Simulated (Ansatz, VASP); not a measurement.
One calculation of Zn, two programs

```
CELL_PARAMETERS angstrom
0.00000 2.20312 2.20312
2.20312 0.00000 2.20312
2.20312 2.20312 0.00000
ATOMIC_POSITIONS crystal
Zn 0.87500 0.87500 0.87500
Zn 0.12500 0.12500 0.12500
```

Change from the starting cell: volume scaled by 0.5, LAPW.

Alike in both runs: task single point; functional LDA; k mesh 13 × 13 × 13; occupations fermi-dirac, width 0.1 eV; no spin polarisation.

```csv
,VASP,Ansatz
version,VASP 6.6.1,Ansatz 0.2.0
potentials or method,"VASP PAW LDA potentials, release 64 (Zn), cutoff 520 eV","all-electron LAPW, scalar-relativistic"
```

```csv
,VASP,Ansatz,Ansatz less VASP
pressure (GPa),163.2,160.4,-2.75
```

LDA's correlation is that of Perdew and Zunger in VASP and of Perdew and Wang (1992) in Ansatz. Both programs put the cell under a high pressure, so it lies far from rest at this level. Ansatz ran all-electron here, and VASP with PAW potentials.

Noted on VASP's run: the cell as given lies far from equilibrium.
